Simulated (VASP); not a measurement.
# PtS2 (P-3m1) in VASP: settings compared

Aim: see how the results for PtS2 move with the level of theory and the settings. Levels: r2SCAN, HSE06, PBEsol, PBEsol+U. Tasks: single point, relaxation of cell and atoms.

Everything below comes from runs of VASP 6.6.1. Logs are shortened: lines on timing, memory, paths and dates and some standing lists are left out, and cuts for length are marked.

### Step 1. The cell of the first run

The structure is trigonal, space group P-3m1 (No. 164). The conventional cell has a = 3.543 Å, b = 3.543 Å, c = 5.039 Å, α = 90.00°, β = 90.00°, γ = 120.00°. Pt (site symmetry -3m) has 6 S at 2.34 Å within 3.1 Å. Within 3.1 Å of S (site symmetry 3m) lie 3 Pt at 2.34 Å and 3 S at 3.07 Å.

### Step 2. Single point, r2SCAN

POSCAR reads:

```
PtS2
1.0
    3.5432000000      0.0000000000      0.0000000000
   -1.7716000000      3.0685012107      0.0000000000
    0.0000000000      0.0000000000      5.0388000000
Pt S
1 2
Direct
    0.0000000000      0.0000000000      0.0000000000
    0.6666666667      0.3333333333      0.7730000000
    0.3333333333      0.6666666667      0.2270000000
```

INCAR.step1 reads:

```
SYSTEM = PtS2
  PREC = Accurate
  ENCUT = 630
  ISMEAR = -1
  SIGMA = 0.1
  LREAL = .FALSE.
  LASPH = .TRUE.
  NELM = 120
  NBANDS = 22
  GGA = PE
  ALGO = Normal
  EDIFF = 1E-5
  LWAVE = .TRUE.
  LCHARG = .FALSE.
  GGA_COMPAT = .FALSE.
```

INCAR.step2 reads:

```
SYSTEM = PtS2
  PREC = Accurate
  ENCUT = 630
  EDIFF = 1E-6
  ISMEAR = -1
  SIGMA = 0.1
  LREAL = .FALSE.
  LASPH = .TRUE.
  NELM = 120
  ALGO = Normal
  ISIF = 2
  LWAVE = .FALSE.
  LCHARG = .FALSE.
  METAGGA = R2SCAN
  LMIXTAU = .TRUE.
  NBANDS = 22
  ISTART = 1
  GGA_COMPAT = .FALSE.
```

KPOINTS reads:

```
Automatic mesh
0
G
  7 7 5
  0 0 0
```

Potentials or basis: VASP PAW PBE potentials, release 64 (Pt_sv_GW, S).

Command:

```
cat potpaw_PBE.64/Pt_sv_GW/POTCAR potpaw_PBE.64/S/POTCAR > POTCAR
cp INCAR.step1 INCAR
mpirun -np 1 vasp_std > vasp.out
cp INCAR.step2 INCAR
mpirun -np 1 vasp_std > vasp.out
```

OUTCAR:

```text
SYSTEM = PtS2
   PREC = Accurate
   ENCUT = 630
   EDIFF = 1E-6
   ISMEAR = -1
   LREAL = .FALSE.
   LASPH = .TRUE.
   NELM = 120
   ISIF = 2
   METAGGA = R2SCAN
   ISTART = 1

 ion  position               nearest neighbor table
   1  0.000  0.000  0.000-   2 2.34   3 2.34   2 2.34   3 2.34   2 2.34   3 2.34
   2  0.667  0.333  0.773-   1 2.34   1 2.34   1 2.34
   3  0.333  0.667  0.227-   1 2.34   1 2.34   1 2.34

  LATTYP: Found a hexagonal cell.
 ALAT       =     3.5432000000
 C/A-ratio  =     1.4221043125

  Lattice vectors:

 A1 = (   3.5432000000,   0.0000000000,   0.0000000000)
 A2 = (  -1.7716000000,   3.0685012107,   0.0000000000)
 A3 = (   0.0000000000,   0.0000000000,   5.0388000000)

Analysis of symmetry for initial positions (statically):
=====================================================================
 Subroutine PRICEL returns:
 Original cell was already a primitive cell.

 Routine SETGRP: Setting up the symmetry group for a
 hexagonal supercell.

 Subroutine GETGRP returns: Found 12 space group operations
 (whereof 12 operations were pure point group operations)
 out of a pool of 24 trial point group operations.

The static configuration has the point symmetry D_3d.

Analysis of symmetry for dynamics (positions and initial velocities):
=====================================================================
 Subroutine PRICEL returns:
 Original cell was already a primitive cell.

 Routine SETGRP: Setting up the symmetry group for a
 hexagonal supercell.

 Subroutine GETGRP returns: Found 12 space group operations
 (whereof 12 operations were pure point group operations)
 out of a pool of 24 trial point group operations.

The dynamic configuration has the point symmetry D_3d.

 Subroutine INISYM returns: Found 12 space group operations
 (whereof 12 operations are pure point group operations),
 and found     1 'primitive' translations

----------------------------------------------------------------------------------------

                                     Primitive cell

  volume of cell :      54.7834

  direct lattice vectors                    reciprocal lattice vectors
     3.543200000  0.000000000  0.000000000     0.282230752  0.162946001  0.000000000
    -1.771600000  3.068501211  0.000000000     0.000000000  0.325892001  0.000000000
     0.000000000  0.000000000  5.038800000     0.000000000  0.000000000  0.198459951

  length of vectors
     3.543200000  3.543200000  5.038800000     0.325892001  0.325892001  0.198459951

  position of ions in fractional coordinates (direct lattice)
     0.000000000  0.000000000  0.000000000
     0.666666667  0.333333333  0.773000000
     0.333333333  0.666666667  0.227000000

  ion indices of the primitive-cell ions
   primitive index   ion index
                 1           1
                 2           2
                 3           3

----------------------------------------------------------------------------------------

 KPOINTS: Automatic mesh

Automatic generation of k-mesh.
 Grid dimensions read from file:
 generate k-points for:    7    7    5

 Generating k-lattice:

  Cartesian coordinates                     Fractional coordinates (reciprocal lattice)
     0.040318679  0.023278000  0.000000000     0.142857143  0.000000000  0.000000000
     0.000000000  0.046556000  0.000000000     0.000000000  0.142857143  0.000000000
     0.000000000  0.000000000  0.039691990     0.000000000  0.000000000  0.200000000

  Length of vectors
     0.046556000  0.046556000  0.039691990

  Shift w.r.t. Gamma in fractional coordinates (k-lattice)
     0.000000000  0.000000000  0.000000000

 Subroutine IBZKPT returns following result:
 ===========================================

 Found     32 irreducible k-points:

 Following reciprocal coordinates:
            Coordinates               Weight
  0.000000  0.000000  0.000000      1.000000
  0.142857  0.000000  0.000000      6.000000
  0.285714  0.000000  0.000000      6.000000
  0.428571  0.000000  0.000000      6.000000
  0.142857  0.142857  0.000000      6.000000
  0.285714  0.142857  0.000000     12.000000
[... 16 lines left out ...]
  0.000000  0.142857  0.400000      6.000000
  0.285714  0.000000  0.400000      6.000000
 [... further k-points ...]
   k-points           NKPTS =     32   k-points in BZ     NKDIM =     32   number of bands    NBANDS=     22
   number of dos      NEDOS =    301   number of ions     NIONS =      3
   total plane-waves  NPLWV =  37800
   dimension x,y,z NGX =    30 NGY =   30 NGZ =   42
   dimension x,y,z NGXF=    60 NGYF=   60 NGZF=   84
   ions per type =               1   2
   NGX,Y,Z   is equivalent  to a cutoff of  14.08, 14.08, 13.86 a.u.
   NGXF,Y,Z  is equivalent  to a cutoff of  28.15, 28.15, 27.71 a.u.
 SYSTEM =  PtS2
   PREC   = accura    normal or accurate (medium, high low for compatibility)
   ISTART =      1    job   : 0-new  1-cont  2-samecut
   ICHARG =      0    charge: 1-file 2-atom 10-const
   ISPIN  =      1    spin polarized calculation?
   LNONCOLLINEAR =      F non collinear calculations
   LSORBIT =      F    spin-orbit coupling
   LASPH  =      T    aspherical Exc in radial PAW
   ENCUT  =  630.0 eV  46.30 Ry    6.80 a.u.   7.25  7.25 10.31*2*pi/ulx,y,z
   NELM   =    120;   NELMIN=  2; NELMDL=  0     # of ELM steps
   EDIFF  = 0.1E-05   stopping-criterion for ELM
   LREAL  =      F    real-space projection
   EDIFFG = 0.1E-04   stopping-criterion for IOM
   NSW    =      0    number of steps for IOM
   IBRION =     -1    ionic relax: 0-MD 1-quasi-New 2-CG
   NFREE  =      0    steps in history (QN), initial steepest desc. (CG)
   ISIF   =      2    stress and relaxation
   ISYM   =      2    0-nonsym 1-usesym 2-fastsym
   POTIM  = 0.5000    time-step for ionic-motion
   TEBEG  =    0.0;   TEEND  =   0.0 temperature during run
   PSTRESS=    0.0 pullay stress
   NELECT =      30.0000    total number of electrons
   NUPDOWN=      -1.0000    fix difference up-down
   EMIN   =  10.00;   EMAX   =-10.00  energy-range for DOS
   EFERMI =   0.00;   METHOD = LEGACY
   ISMEAR =    -1;   SIGMA  =   0.10  broadening in eV -4-tet -1-fermi 0-gaus
   EFERMI_NEDOS =   21; number of points for ismear=-14 and -15
   IALGO  =     38    algorithm
   IMIX   =      4    mixing-type and parameters
     AMIX     =   0.40;   BMIX     =  1.00
     AMIX_MAG =   1.60;   BMIX_MAG =  1.00
  volume/ion in A,a.u.               =      18.26       123.23
  Fermi-wavevector in a.u.,A,eV,Ry     =   1.339365  2.531033 24.407466  1.793898
  Thomas-Fermi vector in A             =   2.467762
   LORBIT       =      0    0 simple, 1 ext, 2 COOP (PROOUT), +10 PAW based schemes
   METAGGA = R2SCAN    functional components
   LHFCALC =     F    Hartree Fock is set to
   AEXX    =    0.0000 exact exchange contribution
   IVDW    =     0    specifies the selected vdW correction
   LEPSILON=     F    determine dielectric tensor
   LRPA    =     F    only Hartree local field effects (RPA)
 non-spin polarized calculation
  energy-cutoff  :      630.00
  volume of cell :       54.78
 maximum number of plane-waves:      1995
 NGX is ok and might be reduce to    30
   NGX = 15   NGY = 15   NGZ = 21

 number of electron      29.9999999 magnetization

 Free energy of the ion-electron system (eV)
  ---------------------------------------------------
  ext. energy  EPLUGINS =         0.00000000
  ---------------------------------------------------
  free energy    TOTEN  =       -68.67979391 eV

  energy without entropy =      -68.67896268  energy(sigma->0) =      -68.67937830

 E-fermi :   6.8762     XC(G=0): -11.4546

 val. band max:        6.3536355472   @ k =   0.0000   0.1429   0.2000
 cond. band min:       7.4188215127   @ k =   0.0000   0.2857   0.2000
 fundamental gap:      1.0651859655
 Fermi energy:         6.8761770793

 k-point     1 :       0.0000    0.0000    0.0000
  band No.  band energies     occupation
      1     -95.4568      2.00000
      2     -49.0757      2.00000
      3     -49.0757      2.00000
      4     -48.8929      2.00000
      5      -9.8507      2.00000
      6      -6.4835      2.00000
[... 14 lines left out ...]
     21      14.7700      0.00000
     22      19.1063      0.00000

 k-point     2 :       0.1429    0.0000    0.0000
  band No.  band energies     occupation
      1     -95.4566      2.00000
      2     -49.0806      2.00000
      3     -49.0769      2.00000
      4     -48.8923      2.00000
      5      -9.5674      2.00000
      6      -6.6636      2.00000
[... 14 lines left out ...]
     21      15.6192      0.00000
     22      17.4402      0.00000

 k-point     3 :       0.2857    0.0000    0.0000
  band No.  band energies     occupation
      1     -95.4563      2.00000
      2     -49.0915      2.00000
      3     -49.0797      2.00000
      4     -48.8909      2.00000
      5      -8.8176      2.00000
      6      -7.0402      2.00000
[... 14 lines left out ...]
     21      15.9160      0.00000
     22      16.0592      0.00000

 k-point     4 :       0.4286    0.0000    0.0000
  band No.  band energies     occupation
      1     -95.4562      2.00000
      2     -49.1003      2.00000
      3     -49.0819      2.00000
      4     -48.8897      2.00000
      5      -7.9784      2.00000
      6      -7.3817      2.00000
[... 14 lines left out ...]
     21      15.3238      0.00000
     22      17.6707      0.00000

 k-point     5 :       0.1429    0.1429    0.0000
  band No.  band energies     occupation
      1     -95.4564      2.00000
      2     -49.0878      2.00000
      3     -49.0796      2.00000
      4     -48.8913      2.00000
      5      -9.0475      2.00000
      6      -6.9350      2.00000
[... 417 lines left out ...]
 k-point    22 :       0.1429    0.0000    0.4000
  band No.  band energies     occupation
      1     -95.4564      2.00000
      2     -49.0805      2.00000
      3     -49.0769      2.00000
      4     -48.8923      2.00000
      5      -9.3083      2.00000
      6      -7.2078      2.00000
[... 14 lines left out ...]
     21      15.2478      0.00000
     22      16.1454      0.00000

 k-point    23 :       0.0000    0.1429    0.4000
  band No.  band energies     occupation
      1     -95.4564      2.00000
      2     -49.0805      2.00000
      3     -49.0769      2.00000
      4     -48.8923      2.00000
      5      -9.3120      2.00000
      6      -7.1978      2.00000
[... 14 lines left out ...]
     21      15.6992      0.00000
     22      15.7939      0.00000

 k-point    24 :       0.2857    0.0000    0.4000
  band No.  band energies     occupation
      1     -95.4562      2.00000
      2     -49.0915      2.00000
      3     -49.0797      2.00000
      4     -48.8909      2.00000
      5      -8.5668      2.00000
      6      -7.3873      2.00000
[... 14 lines left out ...]
     21      16.7483      0.00000
     22      16.9052      0.00000

 [... further k-points ...]
[... 5 lines left out ...]
  --------------------------------------------------------------------------------------
  -------------------------------------------------------------------------------------
  Total        2.9264912      2.9264912      3.0925541      0.0000000      0.0000000      0.0000000
  in kB       85.5871798     85.5871798     90.4438010      0.0000000      0.0000000      0.0000000
  external PRESSURE =      87.2060536 kB  Pullay stress =       0.0000000 kB

 VOLUME and BASIS-vectors are now :
 -----------------------------------------------------------------------------
  energy-cutoff  :      630.00
  volume of cell :       54.78
      direct lattice vectors                 reciprocal lattice vectors
     3.543200000  0.000000000  0.000000000     0.282230752  0.162946001  0.000000000
    -1.771600000  3.068501211  0.000000000     0.000000000  0.325892001  0.000000000
     0.000000000  0.000000000  5.038800000     0.000000000  0.000000000  0.198459951

 POSITION                                       TOTAL-FORCE (eV/Angst)
 -----------------------------------------------------------------------------------
      0.00000      0.00000      0.00000         0.000000      0.000000      0.000000
      1.77160      1.02283      3.89499        -0.000000     -0.000000     -1.179986
     -0.00000      2.04567      1.14381         0.000000      0.000000      1.179986
 -----------------------------------------------------------------------------------
    total drift:                                0.000000     -0.000000     -0.000000

  FREE ENERGIE OF THE ION-ELECTRON SYSTEM (eV)
  ---------------------------------------------------
  free  energy   TOTEN  =       -68.6797939092 eV

  energy  without entropy=      -68.6789626844  energy(sigma->0) =      -68.67937830
```

Wall time 4.2 min (1 thread of Intel Xeon Platinum 8259CL at 2.50GHz (Skylake/Cascade Lake), shared host); peak memory 0.23 GiB.

What came out:

| Quantity | Value |
| --- | --- |
| Free energy | -68.6798 eV |
| Pressure | 8.7 GPa |
| Largest force | 1.180 eV/Å |
| Band gap on the k mesh | 1.07 eV (least direct gap 1.36 eV) |

Forces on the atoms (eV/Å):
```
Pt   0.000  0.000  0.000
S    0.000  0.000 -1.180
S    0.000  0.000  1.180
```

Stress tensor (GPa, compression positive):
```
8.56 0.00 0.00
0.00 8.56 0.00
0.00 0.00 9.04
```

Caveat: the cell stands under pressure; the PAW data sets were made with another functional, which shifts forces and pressure a little; spin-orbit coupling is left out, which moves the levels of the heavy elements. A k mesh can miss the band edges.

### Step 3. Single point, HSE06

POSCAR is that of step 2.

INCAR.step1 reads:

```
SYSTEM = PtS2
PREC = Accurate
ENCUT = 520
EDIFF = 1E-5
ISMEAR = -1
SIGMA = 0.05
LREAL = .FALSE.
LASPH = .TRUE.
NELM = 100
ALGO = Normal
ISIF = 2
LWAVE = .TRUE.
LCHARG = .FALSE.
NBANDS = 18
GGA = PE
```

INCAR.step2 reads:

```
SYSTEM = PtS2
PREC = Accurate
ENCUT = 520
EDIFF = 1E-6
ISMEAR = -1
SIGMA = 0.05
LREAL = .FALSE.
LASPH = .TRUE.
NELM = 100
ALGO = Normal
ISIF = 2
LWAVE = .FALSE.
LCHARG = .FALSE.
GGA = PE
LHFCALC = .TRUE.
HFSCREEN = 0.2079
PRECFOCK = Normal
NBANDS = 18
ISTART = 1
```

KPOINTS reads:

```
Automatic mesh
0
G
  5 5 3
  0 0 0
```

Potentials or basis: VASP PAW PBE potentials, release 64 (Pt, S).

Command:

```
cat potpaw_PBE.64/Pt/POTCAR potpaw_PBE.64/S/POTCAR > POTCAR
cp INCAR.step1 INCAR
mpirun -np 1 vasp_std > vasp.out
cp INCAR.step2 INCAR
mpirun -np 1 vasp_std > vasp.out
```

OUTCAR:

```text
SYSTEM = PtS2
   PREC = Accurate
   ENCUT = 520
   EDIFF = 1E-6
   ISMEAR = -1
   LREAL = .FALSE.
   LASPH = .TRUE.
   NELM = 100
   ISIF = 2
   GGA = PE
   LHFCALC = .TRUE.
   HFSCREEN = 0.2079
   PRECFOCK = Normal
   ISTART = 1

 ion  position               nearest neighbor table
   1  0.000  0.000  0.000-   2 2.34   3 2.34   2 2.34   3 2.34   2 2.34   3 2.34
   2  0.667  0.333  0.773-   1 2.34   1 2.34   1 2.34
   3  0.333  0.667  0.227-   1 2.34   1 2.34   1 2.34

  LATTYP: Found a hexagonal cell.
 ALAT       =     3.5432000000
 C/A-ratio  =     1.4221043125

  Lattice vectors:

 A1 = (   3.5432000000,   0.0000000000,   0.0000000000)
 A2 = (  -1.7716000000,   3.0685012107,   0.0000000000)
 A3 = (   0.0000000000,   0.0000000000,   5.0388000000)

Analysis of symmetry for initial positions (statically):
=====================================================================
 Subroutine PRICEL returns:
 Original cell was already a primitive cell.

 Routine SETGRP: Setting up the symmetry group for a
 hexagonal supercell.

 Subroutine GETGRP returns: Found 12 space group operations
[... 161 lines left out ...]

 E-fermi :   7.1032     XC(G=0):  -8.7264

 val. band max:        6.2171324961   @ k =   0.0000   0.0000   0.0000
 cond. band min:       8.1170408193   @ k =   0.2000   0.2000   0.0000
 fundamental gap:      1.8999083232
 Fermi energy:         7.1031913921

 k-point     1 :       0.0000    0.0000    0.0000
  band No.  band energies     occupation
      1     -10.8932      2.00000
      2      -7.3469      2.00000
      3      -1.5804      2.00000
      4      -1.5172      2.00000
      5      -1.5172      2.00000
      6       1.4538      2.00000
[... 229 lines left out ...]
      5       0.0246      2.00000
      6       0.9167      2.00000
[... 10 lines left out ...]
     17      16.5881      0.00000
     18      17.4138      0.00000

------------------------ aborting loop because EDIFF is reached ----------------------------------------

  FORCE on cell =-STRESS in cart. coord.  units (eV):
  Direction    XX          YY          ZZ          XY          YZ          ZX
  --------------------------------------------------------------------------------------
  -------------------------------------------------------------------------------------
  Total        2.0376862      2.0376862      2.5714242      0.0000000      0.0000000     -0.0000000
  in kB       59.5934863     59.5934863     75.2030101      0.0000000      0.0000000     -0.0000000
  external PRESSURE =      64.7966609 kB  Pullay stress =       0.0000000 kB

 VOLUME and BASIS-vectors are now :
 -----------------------------------------------------------------------------
  energy-cutoff  :      520.00
  volume of cell :       54.78
      direct lattice vectors                 reciprocal lattice vectors
     3.543200000  0.000000000  0.000000000     0.282230752  0.162946001  0.000000000
    -1.771600000  3.068501211  0.000000000     0.000000000  0.325892001  0.000000000
     0.000000000  0.000000000  5.038800000     0.000000000  0.000000000  0.198459951

 POSITION                                       TOTAL-FORCE (eV/Angst)
 -----------------------------------------------------------------------------------
      0.00000      0.00000      0.00000         0.000000      0.000000      0.000000
      1.77160      1.02283      3.89499        -0.000000      0.000000     -0.864347
     -0.00000      2.04567      1.14381         0.000000      0.000000      0.864347
 -----------------------------------------------------------------------------------
    total drift:                               -0.000005     -0.000006     -0.000000

  FREE ENERGIE OF THE ION-ELECTRON SYSTEM (eV)
  ---------------------------------------------------
  free  energy   TOTEN  =       -18.5838593791 eV

  energy  without entropy=      -18.5838593781  energy(sigma->0) =      -18.58385938
```

OSZICAR.step1:

```text
N       E                     dE             d eps       ncg     rms          rms(c)
DAV:   1     0.117154838751E+03    0.11715E+03   -0.10283E+04   432   0.109E+03
DAV:   2    -0.112248820671E+02   -0.12838E+03   -0.12372E+03   544   0.225E+02
DAV:   3    -0.166107998733E+02   -0.53859E+01   -0.53558E+01   544   0.475E+01
DAV:   4    -0.166684482066E+02   -0.57648E-01   -0.57609E-01   548   0.539E+00
DAV:   5    -0.166693976506E+02   -0.94944E-03   -0.94934E-03   536   0.674E-01    0.201E+01
DAV:   6    -0.154998063026E+02    0.11696E+01   -0.63209E+00   450   0.242E+01    0.128E+01
DAV:   7    -0.152993005985E+02    0.20051E+00   -0.11665E+00   446   0.108E+01    0.634E+00
DAV:   8    -0.152778331642E+02    0.21467E-01   -0.56944E-02   486   0.183E+00    0.115E+00
DAV:   9    -0.152749185164E+02    0.29146E-02   -0.92065E-03   496   0.963E-01    0.191E-01
DAV:  10    -0.152751495796E+02   -0.23106E-03   -0.11317E-03   554   0.224E-01    0.110E-01
DAV:  11    -0.152752104303E+02   -0.60851E-04   -0.68767E-05   478   0.685E-02    0.274E-02
DAV:  12    -0.152752124065E+02   -0.19762E-05   -0.17947E-05   474   0.406E-02
   1 F= -.15275212E+02 E0= -.15275212E+02  d E =-.434516E-06
```

Run time: 11 min. Hardware: 1 thread of Intel Xeon Platinum 8375C at 2.90GHz (Ice Lake), shared host; peak memory 0.29 GiB.

Results:

| Property | Result |
| --- | --- |
| Free energy | -18.5839 eV |
| Pressure | 6.5 GPa |
| Largest force | 0.864 eV/Å |
| Band gap on the k mesh | 1.90 eV (least direct gap 2.19 eV) |

Forces on the atoms (eV/Å):
```
Pt   0.000  0.000  0.000
S    0.000  0.000 -0.864
S    0.000  0.000  0.864
```

Stress tensor (GPa, compression positive):
```
5.96 0.00 0.00
0.00 5.96 0.00
0.00 0.00 7.52
```

Caveat: the cell stands under pressure; the PAW data sets were made with another functional, which shifts forces and pressure a little; spin-orbit coupling is left out, which moves the levels of the heavy elements.

(Continued in part 2 of 2.)
